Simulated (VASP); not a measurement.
# Al2InN3 (Cmc2_1) in VASP: notebook, part 2 of 2

VASP 6.6.1.

**4. Single point, PBE (12.16 Å³/atom)**

This run uses another cell than the first one, of 12.16 Å³/atom.

INCAR

```
PREC     = Accurate       # precision mode
ENCUT    = 520            # plane-wave cutoff, eV
EDIFF    = 1E-6           # SCF threshold, eV
ISMEAR   = 0              # smearing method
SIGMA    = 0.05           # smearing width, eV
LREAL    = False          # projectors in reciprocal space
LASPH    = True           # aspherical terms in the spheres
NELM     = 80             # most SCF steps
ALGO     = Normal         # electronic algorithm
ISIF     = 2              # what is computed and relaxed
LWAVE    = False          # write WAVECAR
LCHARG   = False          # write CHGCAR
GGA      = PE             # functional
NBANDS   = 46             # bands
```

KPOINTS

```
Automatic mesh
0
Gamma
  6 6 6
```

POSCAR

```
Al2InN3
1.0
    5.0496542544     -2.6804716817      0.0000000000
    5.0496542544      2.6804716817      0.0000000000
    0.0000000000      0.0000000000      5.3911592465
Al In N
4 2 6
Direct
    0.0084427086      0.3348641725      0.9917411822
    0.6651358275      0.9915572914      0.9917411822
    0.9915572914      0.6651358275      0.4917411822
    0.3348641725      0.0084427086      0.4917411822
    0.3220722962      0.6779277038      0.9869930315
    0.6779277038      0.3220722962      0.4869930315
    0.0367610679      0.3336262977      0.3556963910
    0.6663737023      0.9632389321      0.3556963910
    0.9632389321      0.6663737023      0.8556963910
    0.3336262977      0.0367610679      0.8556963910
    0.2982358752      0.7017641248      0.4061317922
    0.7017641248      0.2982358752      0.9061317922
```

Potentials or basis: VASP PAW PBE potentials, release 64 (Al, In_d, N).

The run is started by

```
$ cat potpaw_PBE.64/Al/POTCAR potpaw_PBE.64/In_d/POTCAR potpaw_PBE.64/N/POTCAR > POTCAR
$ mpirun -np 1 vasp_std > vasp.out
```

OUTCAR:

```text
PREC = Accurate
   ENCUT = 520
   EDIFF = 1E-6
   ISMEAR = 0
   LREAL = False
   LASPH = True
   NELM = 80
   ISIF = 2
   GGA = PE

 ion  position               nearest neighbor table
   1  0.008  0.335  0.992-  10 1.83   9 1.91  12 1.93   7 1.97   2 3.11   2 3.11   5 3.13   4 3.21
                             4 3.21   5 3.26   3 3.26   3 3.26   6 3.30   5 3.32   6 3.34
   2  0.665  0.992  0.992-   9 1.83  10 1.91  12 1.93   8 1.97   1 3.11   1 3.11   5 3.13   3 3.21
                             3 3.21   5 3.26   4 3.26   4 3.26   6 3.30   5 3.32   6 3.34
   3  0.992  0.665  0.492-   8 1.83   7 1.91  11 1.93   9 1.97   4 3.11   4 3.11   6 3.13   2 3.21
                             2 3.21   6 3.26   1 3.26   1 3.26   5 3.30   6 3.32   5 3.34
   4  0.335  0.008  0.492-   7 1.83   8 1.91  11 1.93  10 1.97   3 3.11   3 3.11   6 3.13   1 3.21
                             1 3.21   6 3.26   2 3.26   2 3.26   5 3.30   6 3.32   5 3.34
   5  0.322  0.678  0.987-  12 2.08  10 2.21   9 2.21  11 2.26   1 3.13   2 3.13   2 3.26   1 3.26
                             3 3.30   4 3.30   6 3.30   6 3.30   1 3.32   2 3.32   3 3.34   4 3.34
   6  0.678  0.322  0.487-  11 2.08   8 2.21   7 2.21  12 2.26   4 3.13   3 3.13   4 3.26   3 3.26
                             1 3.30   2 3.30   5 3.30   5 3.30   3 3.32   4 3.32   1 3.34   2 3.34
   7  0.037  0.334  0.356-   4 1.83   3 1.91   1 1.97   6 2.21
   8  0.666  0.963  0.356-   3 1.83   4 1.91   2 1.97   6 2.21
   9  0.963  0.666  0.856-   2 1.83   1 1.91   3 1.97   5 2.21
  10  0.334  0.037  0.856-   1 1.83   2 1.91   4 1.97   5 2.21
  11  0.298  0.702  0.406-   3 1.93   4 1.93   6 2.08   5 2.26
  12  0.702  0.298  0.906-   1 1.93   2 1.93   5 2.08   6 2.26

  LATTYP: Found a base centered orthorhombic cell.
 ALAT       =     5.3609433634
 B/A-ratio  =     1.8838677867
 C/A-ratio  =     1.0056362996

  Lattice vectors:

 A1 = (  -5.0496542544,  -2.6804716817,   0.0000000000)
 A2 = (   5.0496542544,  -2.6804716817,   0.0000000000)
 A3 = (   0.0000000000,   0.0000000000,   5.3911592465)

Analysis of symmetry for initial positions (statically):
=====================================================================
 Subroutine PRICEL returns:
 Original cell was already a primitive cell.

 Routine SETGRP: Setting up the symmetry group for a
 base centered orthorhombic supercell.

 Subroutine GETGRP returns: Found  4 space group operations
 (whereof  2 operations were pure point group operations)
 out of a pool of  8 trial point group operations.

The static configuration has the point symmetry C_1h.
 The point group associated with its full space group is C_2v.

Analysis of symmetry for dynamics (positions and initial velocities):
=====================================================================
 Subroutine PRICEL returns:
 Original cell was already a primitive cell.

 Routine SETGRP: Setting up the symmetry group for a
 base centered orthorhombic supercell.

 Subroutine GETGRP returns: Found  4 space group operations
 (whereof  2 operations were pure point group operations)
 out of a pool of  8 trial point group operations.

The dynamic configuration has the point symmetry C_1h.
 The point group associated with its full space group is C_2v.

 Subroutine INISYM returns: Found  4 space group operations
 (whereof  2 operations are pure point group operations),
 and found     1 'primitive' translations

[... 97 lines left out ...]
   number of dos      NEDOS =    301   number of ions     NIONS =     12
   total plane-waves  NPLWV =  92160
   dimension x,y,z NGX =    48 NGY =   48 NGZ =   40
   dimension x,y,z NGXF=    96 NGYF=   96 NGZF=   80
   ions per type =               4   2   6
   NGX,Y,Z   is equivalent  to a cutoff of  13.96, 13.96, 12.33 a.u.
   NGXF,Y,Z  is equivalent  to a cutoff of  27.92, 27.92, 24.67 a.u.
 SYSTEM =  unknown system
   PREC   = accura    normal or accurate (medium, high low for compatibility)
   ISTART =      0    job   : 0-new  1-cont  2-samecut
   ICHARG =      2    charge: 1-file 2-atom 10-const
   ISPIN  =      1    spin polarized calculation?
   LNONCOLLINEAR =      F non collinear calculations
   LSORBIT =      F    spin-orbit coupling
   LASPH  =      T    aspherical Exc in radial PAW
   ENCUT  =  520.0 eV  38.22 Ry    6.18 a.u.  10.63 10.63 10.02*2*pi/ulx,y,z
   NELM   =     80;   NELMIN=  2; NELMDL= -5     # of ELM steps
   EDIFF  = 0.1E-05   stopping-criterion for ELM
   LREAL  =      F    real-space projection
   EDIFFG = 0.1E-04   stopping-criterion for IOM
   NSW    =      0    number of steps for IOM
   IBRION =     -1    ionic relax: 0-MD 1-quasi-New 2-CG
   NFREE  =      0    steps in history (QN), initial steepest desc. (CG)
   ISIF   =      2    stress and relaxation
   ISYM   =      2    0-nonsym 1-usesym 2-fastsym
   POTIM  = 0.5000    time-step for ionic-motion
   TEBEG  =    0.0;   TEEND  =   0.0 temperature during run
   PSTRESS=    0.0 pullay stress
   NELECT =      68.0000    total number of electrons
   NUPDOWN=      -1.0000    fix difference up-down
   EMIN   =  10.00;   EMAX   =-10.00  energy-range for DOS
   EFERMI =   0.00;   METHOD = LEGACY
   ISMEAR =     0;   SIGMA  =   0.05  broadening in eV -4-tet -1-fermi 0-gaus
   EFERMI_NEDOS =   21; number of points for ismear=-14 and -15
   IALGO  =     38    algorithm
   IMIX   =      4    mixing-type and parameters
     AMIX     =   0.40;   BMIX     =  1.00
     AMIX_MAG =   1.60;   BMIX_MAG =  1.00
  volume/ion in A,a.u.               =      12.16        82.07
  Fermi-wavevector in a.u.,A,eV,Ry     =   1.269159  2.398363 21.915792  1.610765
  Thomas-Fermi vector in A             =   2.402215
   LORBIT       =      0    0 simple, 1 ext, 2 COOP (PROOUT), +10 PAW based schemes
   GGA     = PE    functional components
   LHFCALC =     F    Hartree Fock is set to
   AEXX    =    0.0000 exact exchange contribution
   IVDW    =     0    specifies the selected vdW correction
   LEPSILON=     F    determine dielectric tensor
   LRPA    =     F    only Hartree local field effects (RPA)
 non-spin polarized calculation
 Gauss-broadening in eV      SIGMA  =   0.05
  energy-cutoff  :      520.00
  volume of cell :      145.94
 maximum number of plane-waves:      3948
 NGX is ok and might be reduce to    48
   NGX = 21   NGY = 21   NGZ = 21

 number of electron      67.9999998 magnetization

 Free energy of the ion-electron system (eV)
  ---------------------------------------------------
  ext. energy  EPLUGINS =         0.00000000
  ---------------------------------------------------
  free energy    TOTEN  =       -80.25351284 eV

  energy without entropy =      -80.25351284  energy(sigma->0) =      -80.25351284

 E-fermi :   6.4245     XC(G=0): -10.8587

 val. band max:        6.1864823480   @ k =   0.0000   0.0000   0.0000
 cond. band min:       8.1603081460   @ k =   0.0000   0.0000   0.0000
 fundamental gap:      1.9738257979
 Fermi energy:         6.4245291795

 k-point     1 :       0.0000    0.0000    0.0000
  band No.  band energies     occupation
      1      -8.6157      2.00000
      2      -8.1882      2.00000
      3      -7.8210      2.00000
      4      -7.4645      2.00000
      5      -7.4034      2.00000
      6      -7.3994      2.00000
[... 1165 lines left out ...]
     45      15.1457      0.00000
     46      15.3673      0.00000

 [... further k-points ...]
[... 5 lines left out ...]
  --------------------------------------------------------------------------------------
  -------------------------------------------------------------------------------------
  Total       -5.6611463     15.6483424     -7.0534459      0.0000000      0.0000000      0.0000000
  in kB      -62.1483974    171.7884254    -77.4331447      0.0000000      0.0000000      0.0000000
  external PRESSURE =      10.7356278 kB  Pullay stress =       0.0000000 kB

 VOLUME and BASIS-vectors are now :
 -----------------------------------------------------------------------------
  energy-cutoff  :      520.00
  volume of cell :      145.94
      direct lattice vectors                 reciprocal lattice vectors
     5.049654254 -2.680471682  0.000000000     0.099016680 -0.186534334  0.000000000
     5.049654254  2.680471682  0.000000000     0.099016680  0.186534334  0.000000000
     0.000000000  0.000000000  5.391159247     0.000000000  0.000000000  0.185488863

 POSITION                                       TOTAL-FORCE (eV/Angst)
 -----------------------------------------------------------------------------------
      1.73358      0.87496      5.34663        -0.102500      0.698107      0.449373
      8.36573      0.87496      5.34663         0.102500      0.698107      0.449373
      8.36573     -0.87496      2.65106         0.102500     -0.698107      0.449373
      1.73358     -0.87496      2.65106        -0.102500     -0.698107      0.449373
      5.04965      0.95386      5.32104         0.000000      0.999296      0.317557
      5.04965     -0.95386      2.62546         0.000000     -0.999296      0.317557
      1.87033      0.79574      1.91762        -0.078825      0.826531     -0.516035
      8.22898      0.79574      1.91762         0.078825      0.826531     -0.516035
      8.22898     -0.79574      4.61320         0.078825     -0.826531     -0.516035
      1.87033     -0.79574      4.61320        -0.078825     -0.826531     -0.516035
      5.04965      1.08165      2.18952         0.000000      0.962558     -0.184233
      5.04965     -1.08165      4.88510         0.000000     -0.962558     -0.184233
 -----------------------------------------------------------------------------------
    total drift:                                0.000001     -0.000000     -0.001238

  FREE ENERGIE OF THE ION-ELECTRON SYSTEM (eV)
  ---------------------------------------------------
  free  energy   TOTEN  =       -80.2535128366 eV

  energy  without entropy=      -80.2535128366  energy(sigma->0) =      -80.25351284
```

Wall time 11 min (1 thread of Oxide Virtual Turin-like, shared host); peak memory 0.43 GiB.

What came out:

```yaml
Free_energy: -80.2535 eV
Pressure: 1.1 GPa
Largest_force: 1.049 eV/Å
Band_gap_on_the_k_mesh: 1.97 eV
```

Forces in eV/Å, atoms in the order of the input:
```
Al  -0.102  0.698  0.449
Al   0.102  0.698  0.449
Al   0.102 -0.698  0.449
Al  -0.102 -0.698  0.449
In   0.000  0.999  0.318
In   0.000 -0.999  0.318
N   -0.079  0.827 -0.516
N    0.079  0.827 -0.516
N    0.079 -0.827 -0.516
N   -0.079 -0.827 -0.516
N    0.000  0.963 -0.184
N    0.000 -0.963 -0.184
```

Levels at points of the mesh, in eV from the valence-band top:
```csv
k point,band 32,band 33,band 34,band 35,band 36,band 37
"(0.00, 0.00, 0.00)",-0.26,-0.20,0.00,1.97,4.28,4.88
"(0.50, 0.00, 0.00)",-0.72,-0.63,-0.23,4.13,4.41,5.47
"(0.50, 0.50, 0.00)",-0.65,-0.57,-0.52,3.58,4.41,5.31
"(0.00, 0.00, 0.50)",-0.52,-0.13,-0.13,4.08,4.08,6.43
"(0.50, 0.00, 0.50)",-0.88,-0.66,-0.66,4.30,4.30,5.29
"(0.50, 0.50, 0.50)",-0.97,-0.87,-0.87,4.19,4.19,5.29
```

Caveat: the stress differs along the axes, from -8 to 17 GPa; spin-orbit coupling is left out, which moves the levels of the heavy elements; forces of over 1 eV/Å act on the atoms, so gaps and moduli don't describe the material at rest.

**5. Single point, PBE (12.16 Å³/atom)**

This run uses another cell than the first one, of 12.16 Å³/atom.

INCAR

```
PREC = Accurate
ENCUT = 520
EDIFF = 1E-6
ISMEAR = 0
SIGMA = 0.05
LREAL = F
LASPH = T
NELM = 100
ALGO = Normal
ISIF = 2
LWAVE = F
LCHARG = F
GGA = PE
NBANDS = 46
```

KPOINTS

```
regular mesh
0
Gamma
  6 6 6
```

Edit POSCAR of step 4 so:

```diff
@@ -2,5 +2,5 @@
 1.0
-    5.0496542544     -2.6804716817      0.0000000000
-    5.0496542544      2.6804716817      0.0000000000
-    0.0000000000      0.0000000000      5.3911592465
+    4.8297551352     -2.9301124265      0.0000000000
+    4.8297551352      2.9301124265      0.0000000000
+    0.0000000000      0.0000000000      5.1563884860
 Al In N
```

The run is started by

```
$ cat potpaw_PBE.64/Al/POTCAR potpaw_PBE.64/In_d/POTCAR potpaw_PBE.64/N/POTCAR > POTCAR
$ mpirun -np 1 vasp_std > vasp.out
```

Run time: 8.9 min. Hardware: 1 thread of Oxide Virtual Turin-like, shared host; peak memory 0.39 GiB.

Results (log left out):

```yaml
Free_energy: -80.5890 eV
Pressure: 0.3 GPa
Largest_force: 0.535 eV/Å
Band_gap_on_the_k_mesh: 2.10 eV
```

Forces on the atoms (eV/Å):
```
Al   0.062 -0.294 -0.296
Al  -0.062 -0.294 -0.296
Al  -0.062  0.294 -0.296
Al   0.062  0.294 -0.296
In   0.000 -0.412 -0.219
In   0.000  0.412 -0.219
N    0.100 -0.410  0.328
N   -0.100 -0.410  0.328
N   -0.100  0.410  0.328
N    0.100  0.410  0.328
N    0.000 -0.349  0.155
N    0.000  0.349  0.155
```

Stress tensor (GPa, compression positive):
```
 4.79  0.00  0.00
 0.00 -9.54  0.00
 0.00  0.00  5.79
```

Levels at points of the mesh, in eV from the valence-band top:
```tsv
k point	band 32	band 33	band 34	band 35	band 36	band 37
(0.00, 0.00, 0.00)	-0.22	-0.03	0.00	2.10	4.20	5.33
(0.50, 0.00, 0.00)	-0.67	-0.61	-0.38	4.09	4.25	5.71
(0.50, 0.50, 0.00)	-0.60	-0.49	-0.25	4.05	4.69	5.19
(0.00, 0.00, 0.50)	-0.38	-0.16	-0.16	4.14	4.14	6.68
(0.50, 0.00, 0.50)	-1.01	-0.46	-0.46	4.35	4.35	5.49
(0.50, 0.50, 0.50)	-0.87	-0.56	-0.56	4.70	4.70	5.54
```

Caveat: the stress differs along the axes, from -10 to 6 GPa; spin-orbit coupling is left out, which moves the levels of the heavy elements. A k mesh can miss the band edges.

**6. Overview**

| cell | gap on the mesh (eV) | pressure (GPa) | largest force (eV/Å) |
| --- | --- | --- | --- |
| a = 5.833, b = 5.833, c = 5.434 Å, angles 90.0, 90.0, 58.5°, 12 atoms | 1.72 | -11.0 | 0.22 |
| a = 5.807, b = 5.807, c = 5.338 Å, angles 90.0, 90.0, 61.1°, 12 atoms | 1.71 | -11.0 | 0.18 |
| a = 5.717, b = 5.717, c = 5.391 Å, angles 90.0, 90.0, 55.9°, 12 atoms | 1.97 | 1.1 | 1.05 |
| a = 5.649, b = 5.649, c = 5.156 Å, angles 90.0, 90.0, 62.5°, 12 atoms | 2.10 | 0.3 | 0.53 |

Alike in all rows: task single point; level PBE; potentials or basis VASP PAW PBE potentials, release 64 (Al, In_d, N); no spin polarisation; k mesh 6 × 6 × 6; cutoff (eV) 520; smearing gaussian 0.05 eV.

Caveats: spin-orbit coupling is left out, which moves the levels of the heavy elements; the stress differs along the axes, from -13 to -7 GPa (at least some runs); the stress differs along the axes, from -15 to -9 GPa (at least some runs); the stress differs along the axes, from -8 to 17 GPa (at least some runs); forces of over 1 eV/Å act on the atoms, so gaps and moduli don't describe the material at rest (at least some runs); the stress differs along the axes, from -10 to 6 GPa (at least some runs).

Absolute energies hang on the potentials; compare differences alone.
